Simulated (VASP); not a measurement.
# Lu (P6_3/mmc) in VASP: further runs

The runs below take Lu through single point, with r2SCAN.

Everything below comes from runs of VASP 6.6.1. Logs are shortened: lines on timing, memory, paths and dates and some standing lists are left out, and cuts for length are marked.

## (1) The cell of the first run

It takes space group P6_3/mmc (No. 194, hexagonal). The conventional cell has a = 3.503 Å, b = 3.503 Å, c = 5.551 Å, α = 90.00°, β = 90.00°, γ = 120.00°. Within 4.5 Å of Lu (site symmetry -6m2) lie 12 Lu at 3.43 to 3.50 Å.

## (2) Single point, r2SCAN

POSCAR

```
Lu
1.0
    3.5031000000      0.0000000000      0.0000000000
   -1.7515500000      3.0337735920      0.0000000000
    0.0000000000      0.0000000000      5.5509000000
Lu
2
Direct
    0.3333333333      0.6666666667      0.2500000000
    0.6666666667      0.3333333333      0.7500000000
```

INCAR.step1

```
SYSTEM = Lu
PREC = Accurate ; ENCUT = 520
ISMEAR = 0 ; SIGMA = 0.1
LREAL = .False. ; LASPH = .True.
NELM = 80 ; NBANDS = 32
GGA = PE ; ALGO = Normal
EDIFF = 1E-4 ; LWAVE = .True.
LCHARG = .False.
```

INCAR.step2

```
SYSTEM = Lu
PREC = Accurate ; ENCUT = 520
EDIFF = 1E-7 ; ISMEAR = 0
SIGMA = 0.1 ; LREAL = .False.
LASPH = .True. ; NELM = 80
ALGO = Normal ; ISIF = 2
LWAVE = .False. ; LCHARG = .True.
METAGGA = R2SCAN ; LMIXTAU = .True.
LELF = .True. ; LVHAR = .True.
NBANDS = 32 ; ISTART = 1
```

KPOINTS

```
Automatic mesh
0
Gamma
  6 6 4
  0 0 0
```

Potentials or basis: VASP PAW PBE potentials, release 64 (Lu).

Launch:

```
> cat potpaw_PBE.64/Lu/POTCAR > POTCAR
> cp INCAR.step1 INCAR
> mpirun -np 1 vasp_std > vasp.out
> cp INCAR.step2 INCAR
> mpirun -np 1 vasp_std > vasp.out
```

OUTCAR:

```text
SYSTEM = Lu
   PREC = Accurate
   ENCUT = 520
   EDIFF = 1E-7
   ISMEAR = 0
   LREAL = .False.
   LASPH = .True.
   NELM = 80
   ISIF = 2
   METAGGA = R2SCAN
   ISTART = 1

 ion  position               nearest neighbor table
   1  0.333  0.667  0.250-   2 3.43   2 3.43   2 3.43   2 3.43   2 3.43   2 3.43
   2  0.667  0.333  0.750-   1 3.43   1 3.43   1 3.43   1 3.43   1 3.43   1 3.43

  LATTYP: Found a hexagonal cell.
 ALAT       =     3.5031000000
 C/A-ratio  =     1.5845679541

  Lattice vectors:

 A1 = (   3.5031000000,   0.0000000000,   0.0000000000)
 A2 = (  -1.7515500000,   3.0337735920,   0.0000000000)
 A3 = (   0.0000000000,   0.0000000000,   5.5509000000)

Analysis of symmetry for initial positions (statically):
=====================================================================
 Subroutine PRICEL returns:
 Original cell was already a primitive cell.

 Routine SETGRP: Setting up the symmetry group for a
 hexagonal supercell.

 Subroutine GETGRP returns: Found 24 space group operations
 (whereof 12 operations were pure point group operations)
 out of a pool of 24 trial point group operations.

The static configuration has the point symmetry D_3d.
 The point group associated with its full space group is D_6h.

Analysis of symmetry for dynamics (positions and initial velocities):
=====================================================================
 Subroutine PRICEL returns:
 Original cell was already a primitive cell.

 Routine SETGRP: Setting up the symmetry group for a
 hexagonal supercell.

 Subroutine GETGRP returns: Found 24 space group operations
 (whereof 12 operations were pure point group operations)
 out of a pool of 24 trial point group operations.

The dynamic configuration has the point symmetry D_3d.
 The point group associated with its full space group is D_6h.

 Subroutine INISYM returns: Found 24 space group operations
 (whereof 12 operations are pure point group operations),
 and found     1 'primitive' translations

----------------------------------------------------------------------------------------

                                     Primitive cell

  volume of cell :      58.9928

  direct lattice vectors                    reciprocal lattice vectors
     3.503100000  0.000000000  0.000000000     0.285461448  0.164811244  0.000000000
    -1.751550000  3.033773592  0.000000000     0.000000000  0.329622488  0.000000000
     0.000000000  0.000000000  5.550900000     0.000000000  0.000000000  0.180150967

  length of vectors
     3.503100000  3.503100000  5.550900000     0.329622488  0.329622488  0.180150967

  position of ions in fractional coordinates (direct lattice)
     0.333333333  0.666666667  0.250000000
     0.666666667  0.333333333  0.750000000

  ion indices of the primitive-cell ions
   primitive index   ion index
                 1           1
                 2           2

----------------------------------------------------------------------------------------

 KPOINTS: Automatic mesh

Automatic generation of k-mesh.
 Grid dimensions read from file:
 generate k-points for:    6    6    4

 Generating k-lattice:

  Cartesian coordinates                     Fractional coordinates (reciprocal lattice)
     0.047576908  0.027468541  0.000000000     0.166666667  0.000000000  0.000000000
     0.000000000  0.054937081  0.000000000     0.000000000  0.166666667  0.000000000
     0.000000000  0.000000000  0.045037742     0.000000000  0.000000000  0.250000000

  Length of vectors
     0.054937081  0.054937081  0.045037742

  Shift w.r.t. Gamma in fractional coordinates (k-lattice)
     0.000000000  0.000000000  0.000000000

 Subroutine IBZKPT returns following result:
 ===========================================

 Found     21 irreducible k-points:

 Following reciprocal coordinates:
            Coordinates               Weight
  0.000000  0.000000  0.000000      1.000000
  0.166667 -0.000000  0.000000      6.000000
  0.333333  0.000000  0.000000      6.000000
  0.500000  0.000000  0.000000      3.000000
  0.166667  0.166667  0.000000      6.000000
  0.333333  0.166667  0.000000     12.000000
[... 13 lines left out ...]
  0.333333  0.166667  0.500000     12.000000
  0.333333  0.333333  0.500000      2.000000
   k-points           NKPTS =     21   k-points in BZ     NKDIM =     21   number of bands    NBANDS=     32
   number of dos      NEDOS =    301   number of ions     NIONS =      2
   total plane-waves  NPLWV =  32928
   dimension x,y,z NGX =    28 NGY =   28 NGZ =   42
   dimension x,y,z NGXF=    56 NGYF=   56 NGZF=   84
   ions per type =               2
   NGX,Y,Z   is equivalent  to a cutoff of  13.29, 13.29, 12.58 a.u.
   NGXF,Y,Z  is equivalent  to a cutoff of  26.58, 26.58, 25.16 a.u.
 SYSTEM =  Lu
   PREC   = accura    normal or accurate (medium, high low for compatibility)
   ISTART =      1    job   : 0-new  1-cont  2-samecut
   ICHARG =      0    charge: 1-file 2-atom 10-const
   ISPIN  =      1    spin polarized calculation?
   LNONCOLLINEAR =      F non collinear calculations
   LSORBIT =      F    spin-orbit coupling
   LASPH  =      T    aspherical Exc in radial PAW
   ENCUT  =  520.0 eV  38.22 Ry    6.18 a.u.   6.51  6.51 10.32*2*pi/ulx,y,z
   NELM   =     80;   NELMIN=  2; NELMDL=  0     # of ELM steps
   EDIFF  = 0.1E-06   stopping-criterion for ELM
   LREAL  =      F    real-space projection
   EDIFFG = 0.1E-05   stopping-criterion for IOM
   NSW    =      0    number of steps for IOM
   IBRION =     -1    ionic relax: 0-MD 1-quasi-New 2-CG
   NFREE  =      0    steps in history (QN), initial steepest desc. (CG)
   ISIF   =      2    stress and relaxation
   ISYM   =      2    0-nonsym 1-usesym 2-fastsym
   POTIM  = 0.5000    time-step for ionic-motion
   TEBEG  =    0.0;   TEEND  =   0.0 temperature during run
   PSTRESS=    0.0 pullay stress
   NELECT =      50.0000    total number of electrons
   NUPDOWN=      -1.0000    fix difference up-down
   EMIN   =  10.00;   EMAX   =-10.00  energy-range for DOS
   EFERMI =   0.00;   METHOD = LEGACY
   ISMEAR =     0;   SIGMA  =   0.10  broadening in eV -4-tet -1-fermi 0-gaus
   EFERMI_NEDOS =   21; number of points for ismear=-14 and -15
   IALGO  =     38    algorithm
   IMIX   =      4    mixing-type and parameters
     AMIX     =   0.40;   BMIX     =  1.00
     AMIX_MAG =   1.60;   BMIX_MAG =  1.00
  volume/ion in A,a.u.               =      29.50       199.05
  Fermi-wavevector in a.u.,A,eV,Ry     =   1.549287  2.927727 32.657919  2.400289
  Thomas-Fermi vector in A             =   2.654115
   LORBIT       =      0    0 simple, 1 ext, 2 COOP (PROOUT), +10 PAW based schemes
   METAGGA = R2SCAN    functional components
   LHFCALC =     F    Hartree Fock is set to
   AEXX    =    0.0000 exact exchange contribution
   IVDW    =     0    specifies the selected vdW correction
   LEPSILON=     F    determine dielectric tensor
   LRPA    =     F    only Hartree local field effects (RPA)
 non-spin polarized calculation
 Gauss-broadening in eV      SIGMA  =   0.10
  energy-cutoff  :      520.00
  volume of cell :       58.99
 maximum number of plane-waves:      1640
 NGX is ok and might be reduce to    28
   NGX = 13   NGY = 13   NGZ = 21

 number of electron      49.9999998 magnetization

 Free energy of the ion-electron system (eV)
  ---------------------------------------------------
  ext. energy  EPLUGINS =         0.00000000
  ---------------------------------------------------
  free energy    TOTEN  =       -76.14132143 eV

  energy without entropy =      -76.12976490  energy(sigma->0) =      -76.13554317

 E-fermi :   2.1217     XC(G=0): -11.5332

 val. band max:        2.0350072091   @ k =   0.3333   0.1667   0.2500
 cond. band min:       2.1460844687   @ k =   0.1667  -0.0000   0.0000
 fundamental gap:      0.1110772595
 Fermi energy:         2.1217257750

 k-point     1 :       0.0000    0.0000    0.0000
  band No.  band energies     occupation
      1     -55.7933      2.00000
      2     -55.7591      2.00000
      3     -26.0617      2.00000
      4     -25.6435      2.00000
      5     -25.6435      2.00000
      6     -25.5678      2.00000
[... 24 lines left out ...]
     31       5.9753      0.00000
     32       5.9753      0.00000

 k-point     2 :       0.1667   -0.0000    0.0000
  band No.  band energies     occupation
      1     -55.7870      2.00000
      2     -55.7569      2.00000
      3     -26.0194      2.00000
      4     -25.7283      2.00000
      5     -25.6713      2.00000
      6     -25.6554      2.00000
[... 24 lines left out ...]
     31       5.6736      0.00000
     32       5.9404      0.00000

 k-point     3 :       0.3333    0.0000    0.0000
  band No.  band energies     occupation
      1     -55.7731      2.00000
      2     -55.7534      2.00000
      3     -25.9165      2.00000
      4     -25.8994      2.00000
      5     -25.8201      2.00000
      6     -25.7234      2.00000
[... 24 lines left out ...]
     31       7.0121      0.00000
     32       7.5433      0.00000

 k-point     4 :       0.5000    0.0000    0.0000
  band No.  band energies     occupation
      1     -55.7645      2.00000
      2     -55.7533      2.00000
      3     -25.9852      2.00000
      4     -25.8982      2.00000
      5     -25.8401      2.00000
      6     -25.7484      2.00000
[... 24 lines left out ...]
     31       8.9081      0.00000
     32       9.0922      0.00000

 k-point     5 :       0.1667    0.1667    0.0000
  band No.  band energies     occupation
      1     -55.7768      2.00000
      2     -55.7540      2.00000
      3     -25.9459      2.00000
      4     -25.8186      2.00000
      5     -25.8091      2.00000
      6     -25.6959      2.00000
[... 479 lines left out ...]
     31       8.6580      0.00000
     32       8.6581      0.00000

 k-point    19 :       0.1667    0.1667    0.5000
  band No.  band energies     occupation
      1     -55.7654      2.00000
      2     -55.7654      2.00000
      3     -25.9052      2.00000
      4     -25.9052      2.00000
      5     -25.6978      2.00000
      6     -25.6978      2.00000
[... 24 lines left out ...]
     31       7.4940      0.00000
     32       7.4940      0.00000

 k-point    20 :       0.3333    0.1667    0.5000
  band No.  band energies     occupation
      1     -55.7589      2.00000
      2     -55.7589      2.00000
      3     -25.9828      2.00000
      4     -25.9828      2.00000
      5     -25.7561      2.00000
      6     -25.7561      2.00000
[... 24 lines left out ...]
     31       8.1944      0.00000
     32       8.1944      0.00000

 k-point    21 :       0.3333    0.3333    0.5000
  band No.  band energies     occupation
      1     -55.7567      2.00000
      2     -55.7567      2.00000
      3     -25.9566      2.00000
      4     -25.9566      2.00000
      5     -25.8382      2.00000
      6     -25.8382      2.00000
[... 24 lines left out ...]
     31       7.8111      0.00000
     32       7.8111      0.00000

------------------------ aborting loop because EDIFF is reached ----------------------------------------

  FORCE on cell =-STRESS in cart. coord.  units (eV):
  Direction    XX          YY          ZZ          XY          YZ          ZX
  --------------------------------------------------------------------------------------
  -------------------------------------------------------------------------------------
  Total       -0.0158393     -0.0158393     -0.6980264      0.0000000      0.0000000      0.0000000
  in kB       -0.4301773     -0.4301773    -18.9575997      0.0000000      0.0000000      0.0000000
  external PRESSURE =      -6.6059847 kB  Pullay stress =       0.0000000 kB

 VOLUME and BASIS-vectors are now :
 -----------------------------------------------------------------------------
  energy-cutoff  :      520.00
  volume of cell :       58.99
      direct lattice vectors                 reciprocal lattice vectors
     3.503100000  0.000000000  0.000000000     0.285461448  0.164811244  0.000000000
    -1.751550000  3.033773592  0.000000000     0.000000000  0.329622488  0.000000000
     0.000000000  0.000000000  5.550900000     0.000000000  0.000000000  0.180150967

 POSITION                                       TOTAL-FORCE (eV/Angst)
 -----------------------------------------------------------------------------------
     -0.00000      2.02252      1.38773         0.000000      0.000000      0.000000
      1.75155      1.01126      4.16318        -0.000000     -0.000000      0.000000
 -----------------------------------------------------------------------------------
    total drift:                               -0.000000      0.000000     -0.000000

  FREE ENERGIE OF THE ION-ELECTRON SYSTEM (eV)
  ---------------------------------------------------
  free  energy   TOTEN  =       -76.1413214280 eV

  energy  without entropy=      -76.1297649032  energy(sigma->0) =      -76.13554317
```

Run time: 5.8 min. Hardware: 1 thread of Intel Xeon 8259CL, shared host; peak memory 0.21 GiB.

What came out:

- Free energy: -76.1413 eV
- Pressure: -0.7 GPa
- Band gap on the k mesh: zero (bands 25 and 26 overlap by 1.86 eV)

Caveat: the PAW data sets were made with another functional, which shifts forces and pressure a little; spin-orbit coupling is left out, which moves the levels of the heavy elements.

## (3) Single point, r2SCAN (25.52 Å³/atom)

This run uses another cell than the first one, of 25.52 Å³/atom.

POSCAR

```
Lu
1.0
    3.3662009657      0.0000000000      0.0000000000
   -1.6831004828      2.9152155506      0.0000000000
    0.0000000000      0.0000000000      5.2014631805
Lu
2
Direct
    0.3333333333      0.6666666667      0.2500000000
    0.6666666667      0.3333333333      0.7500000000
```

INCAR.step1

```
ALGO = Normal
EDIFF = 1E-4
ENCUT = 520
GGA = PE
ISMEAR = 0
LASPH = True
LCHARG = False
LREAL = False
LWAVE = True
NBANDS = 32
NELM = 60
PREC = Accurate
SIGMA = 0.1
```

INCAR.step2

```
ALGO = Normal
EDIFF = 1E-6
ENCUT = 520
ISIF = 2
ISMEAR = 0
ISTART = 1
LASPH = True
LCHARG = False
LMIXTAU = True
LREAL = False
LWAVE = False
METAGGA = R2SCAN
NBANDS = 32
NELM = 60
PREC = Accurate
SIGMA = 0.1
```

KPOINTS

```
k-points
0
Gamma
  15 15 8
```

Potentials or basis: VASP PAW PBE potentials, release 64 (Lu).

Launch:

```
> cat potpaw_PBE.64/Lu/POTCAR > POTCAR
> cp INCAR.step1 INCAR
> mpirun -np 1 vasp_std > vasp.out
> cp INCAR.step2 INCAR
> mpirun -np 1 vasp_std > vasp.out
```

OUTCAR:

```text
EDIFF = 1E-6
   ENCUT = 520
   ISIF = 2
   ISMEAR = 0
   ISTART = 1
   LASPH = True
   LREAL = False
   METAGGA = R2SCAN
   NELM = 60
   PREC = Accurate

 ion  position               nearest neighbor table
   1  0.333  0.667  0.250-   2 3.25   2 3.25   2 3.25   2 3.25   2 3.25   2 3.25
   2  0.667  0.333  0.750-   1 3.25   1 3.25   1 3.25   1 3.25   1 3.25   1 3.25

  LATTYP: Found a hexagonal cell.
 ALAT       =     3.3662009657
 C/A-ratio  =     1.5452028068

  Lattice vectors:

 A1 = (   3.3662009657,   0.0000000000,   0.0000000000)
 A2 = (  -1.6831004828,   2.9152155506,   0.0000000000)
 A3 = (   0.0000000000,   0.0000000000,   5.2014631805)

Analysis of symmetry for initial positions (statically):
=====================================================================
 Subroutine PRICEL returns:
 Original cell was already a primitive cell.

 Routine SETGRP: Setting up the symmetry group for a
 hexagonal supercell.

 Subroutine GETGRP returns: Found 24 space group operations
 (whereof 12 operations were pure point group operations)
[... 156 lines left out ...]

 number of electron      49.9999987 magnetization

 Free energy of the ion-electron system (eV)
  ---------------------------------------------------
  ext. energy  EPLUGINS =         0.00000000
  ---------------------------------------------------
  free energy    TOTEN  =       -75.94864091 eV

  energy without entropy =      -75.93515703  energy(sigma->0) =      -75.94189897

 E-fermi :   2.6812     XC(G=0): -12.3228

 val. band max:        2.6809084939   @ k =   0.2000   0.0667   0.0000
 cond. band min:       2.6885809826   @ k =   0.2000   0.2000   0.3750
 fundamental gap:      0.0076724887
 Fermi energy:         2.6812264790

 k-point     1 :       0.0000    0.0000    0.0000
  band No.  band energies     occupation
      1     -54.9020      2.00000
      2     -54.8291      2.00000
      3     -25.4085      2.00000
      4     -24.7084      2.00000
      5     -24.7084      2.00000
      6     -24.5746      2.00000
[... 829 lines left out ...]
     31       9.3972      0.00000
     32      10.1868      0.00000

 [... further k-points ...]
[... 5 lines left out ...]
  --------------------------------------------------------------------------------------
  -------------------------------------------------------------------------------------
  Total        2.4782544      2.4782544      2.5146871      0.0000000      0.0000000      0.0000000
  in kB       77.7893660     77.7893660     78.9329439      0.0000000      0.0000000      0.0000000
  external PRESSURE =      78.1705586 kB  Pullay stress =       0.0000000 kB

 VOLUME and BASIS-vectors are now :
 -----------------------------------------------------------------------------
  energy-cutoff  :      520.00
  volume of cell :       51.04
      direct lattice vectors                 reciprocal lattice vectors
     3.366200966  0.000000000  0.000000000     0.297070796  0.171513904  0.000000000
    -1.683100483  2.915215551  0.000000000     0.000000000  0.343027808  0.000000000
     0.000000000  0.000000000  5.201463181     0.000000000  0.000000000  0.192253596

 POSITION                                       TOTAL-FORCE (eV/Angst)
 -----------------------------------------------------------------------------------
     -0.00000      1.94348      1.30037        -0.000000      0.000000      0.000000
      1.68310      0.97174      3.90110         0.000000     -0.000000      0.000000
 -----------------------------------------------------------------------------------
    total drift:                               -0.000000      0.000000     -0.000000

  FREE ENERGIE OF THE ION-ELECTRON SYSTEM (eV)
  ---------------------------------------------------
  free  energy   TOTEN  =       -75.9486409098 eV

  energy  without entropy=      -75.9351570325  energy(sigma->0) =      -75.94189897
```

Run time: 22 min. Hardware: 1 thread of Intel Xeon 8259CL, shared host; peak memory 0.32 GiB.

Results:

```yaml
Free_energy: -75.9486 eV
Pressure: 7.8 GPa
Band_gap_on_the_k_mesh: zero (bands 25 and 26 overlap by 2.20 eV)
```

Caveat: the cell stands under pressure; the PAW data sets were made with another functional, which shifts forces and pressure a little; spin-orbit coupling is left out, which moves the levels of the heavy elements.

(Part 1 of 2 ends here.)
